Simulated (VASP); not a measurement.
A run of VASP 6.6.1:

The input INCAR:

```
SYSTEM = NiMo18S36
PREC = Accurate ; ENCUT = 520
EDIFF = 1E-6 ; ISMEAR = -1
SIGMA = 0.01 ; LREAL = Auto
LASPH = .True. ; NELM = 120
ALGO = Normal ; ISIF = 2
LWAVE = .False. ; LCHARG = .False.
GGA = PE ; NBANDS = 272
GGA_COMPAT = .False.
```

File KPOINTS:

```
regular mesh
0
Gamma
  1 1 1
  0 0 0
```

Contents of POSCAR:

```
NiMo18S36
1.0
    9.3669868000      0.0000000800      0.0000000000
   -4.6834934700      8.1120484800      0.0000000000
    0.0000000000      0.0000000000     12.0827026900
Mo S Ni
18 36 1
Direct
    0.2167914046      0.1069012328      0.2537185660
    0.1142856012      0.2245850719      0.7471479049
    0.2167560467      0.4446354076      0.2538682842
    0.1142023065      0.5575070221      0.7483142830
    0.2181121377      0.7764628131      0.2520952537
    0.1142466553      0.8916555428      0.7483346427
    0.5537083666      0.1090491456      0.2537522505
    0.4476484701      0.2235509278      0.7444368392
    0.5476977356      0.4412128410      0.2476301931
    0.4476150055      0.5589777940      0.7443381858
    0.5536564556      0.7793429701      0.2537647477
    0.4475804823      0.8912213705      0.7479400290
    0.8860826150      0.1103977536      0.2521564155
    0.7809839927      0.2247588808      0.7481854211
    0.8841758574      0.4430625554      0.2509660361
    0.7830832493      0.5589700245      0.7470022421
    0.8841627260      0.7758701079      0.2509499801
    0.7809797193      0.8910544550      0.7481593508
    0.2235275767      0.1121009058      0.6176724026
    0.1072600618      0.2209392604      0.3820482154
    0.2282208281      0.1170089138      0.8766985559
    0.1110321815      0.2229399880      0.1233573347
    0.2234466817      0.4462818474      0.6176378077
    0.1049841929      0.5549802868      0.3815381474
    0.2281748099      0.4462616305      0.8765609212
    0.1068228627      0.5548660123      0.1225045454
    0.2249105371      0.7799084285      0.6194832557
    0.1050328060      0.8848838871      0.3815014834
    0.2253821439      0.7801515237      0.8774979632
    0.1067729100      0.8866465738      0.1224663917
    0.5597801952      0.1123476958      0.6177763528
    0.4415953509      0.2223779812      0.3799751693
    0.5576246225      0.1140263101      0.8764645023
    0.4342997296      0.2060664417      0.1226178478
    0.5606552304      0.4477250061      0.6166636878
    0.4416064704      0.5539546485      0.3800780436
    0.5588369823      0.4469353166      0.8715783439
    0.4341301796      0.5626971999      0.1226825685
    0.5597820669      0.7823455408      0.6177411786
    0.4403652271      0.8876009534      0.3825050668
    0.5576012682      0.7783795882      0.8764256037
    0.4417896261      0.8882501112      0.1234692302
    0.8911592426      0.1130205189      0.6189789811
    0.7765632284      0.2225472323      0.3813243707
    0.8923342764      0.1135608263      0.8773499003
    0.7743660183      0.2199371641      0.1226871204
    0.8929188458      0.4466793976      0.6187149673
    0.7681224898      0.5514322245      0.3780607797
    0.8924085153      0.4470040998      0.8773571834
    0.7742788593      0.5545114713      0.1210043843
    0.8929633833      0.7810936959      0.6187061117
    0.7765572056      0.8887425853      0.3813180807
    0.8924204968      0.7802893368      0.8773463415
    0.7742854654      0.8891157339      0.1226854652
    0.4198057759      0.3772203746      0.0179900975
```

Potentials or basis: VASP PAW PBE potentials, release 64 (Mo_sv, S, Ni).

Run with:

```console
$ cat potpaw_PBE.64/Mo_sv/POTCAR potpaw_PBE.64/S/POTCAR potpaw_PBE.64/Ni/POTCAR > POTCAR
$ mpirun -np 1 vasp_gam > vasp.out
```

Hardware: 1 thread of AMD EPYC 7R13 (shared host).

**Question.** Estimate the wall time of this run.

**Answer.** Run time: 26 min on 1 thread of AMD EPYC 7R13, on a shared host, peak memory 0.89 GiB. Counts: scf iterations 28, k points 1.
